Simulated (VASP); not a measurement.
K2NaBCl6: single point with PBEsol

The system is K2NaBCl6.

```
K Na B Cl
1.0
     5.59451    0.00000    0.00000
     0.08887    5.59450    0.00000
     0.84596    0.82319    8.95701
K Na B Cl
2 1 1 6
Direct
  0.57306 0.53977 0.28880
  0.45864 0.43139 0.71682
  0.02469 0.97995 0.49973
  0.07762 0.91844 0.99916
  0.40364 0.96745 0.00285
  0.52026 0.97329 0.51564
  0.02041 0.59397 0.99557
  0.03388 0.48475 0.48369
  0.91331 0.02584 0.17102
  0.97448 0.08516 0.82671
```

- Program: VASP 6.6.1
- Task: single point
- Functional: PBEsol
- Potentials or basis: VASP PAW PBE potentials, release 64 (K_sv, Na_pv, B, Cl)
- Cutoff: 520 eV
- k mesh: 4 × 4 × 4
- Occupations: gaussian, width 0.02 eV
- Spin: no spin polarisation
- Dipole correction: no
- Further INCAR settings: ALGO = Normal; EDIFF = 1e-06; NBANDS = 46

| Item | Value |
| --- | --- |
| Pressure | -1.2 GPa |
| Largest force | 0.188 eV/Å |
| Band gap on the k mesh | 4.75 eV (least direct gap 4.84 eV) |

Forces on the atoms (eV/Å):
```
K    0.027  0.034  0.022
K   -0.033 -0.028 -0.028
Na  -0.001  0.002 -0.002
B    0.009 -0.007 -0.003
Cl  -0.154 -0.020 -0.015
Cl   0.008 -0.003 -0.005
Cl   0.026  0.152  0.007
Cl   0.008 -0.011  0.014
Cl   0.036 -0.080 -0.156
Cl   0.074 -0.039  0.169
```

Stress tensor (GPa, compression positive):
```
-1.19 -0.03  0.03
-0.03 -1.20  0.04
 0.03  0.04 -1.10
```

Levels at points of the mesh, in eV from the valence-band top:
```tsv
k point	band 33	band 34	band 35	band 36	band 37	band 38
(0.00, 0.00, 0.00)	-0.23	-0.14	-0.09	4.75	6.06	6.78
(0.50, 0.00, 0.00)	-0.50	-0.35	-0.21	5.73	6.29	6.60
(0.00, 0.50, 0.00)	-0.51	-0.35	-0.20	5.74	6.31	6.59
(0.50, 0.50, 0.00)	-0.23	-0.13	0.00	5.85	6.17	6.40
(0.00, 0.00, 0.50)	-0.28	-0.16	-0.09	5.50	5.69	6.46
(0.50, 0.00, 0.50)	-0.41	-0.35	-0.34	5.97	6.33	6.51
(0.00, 0.50, 0.50)	-0.40	-0.35	-0.34	5.99	6.31	6.54
(0.50, 0.50, 0.50)	-0.28	-0.12	0.00	6.04	6.37	6.43
```

Run time: 10 min on 1 thread of Intel Xeon 8259CL (shared host), peak memory 0.58 GiB.

Caveat: the PAW data sets were made with another functional, which shifts forces and pressure a little. A k mesh can miss the band edges.
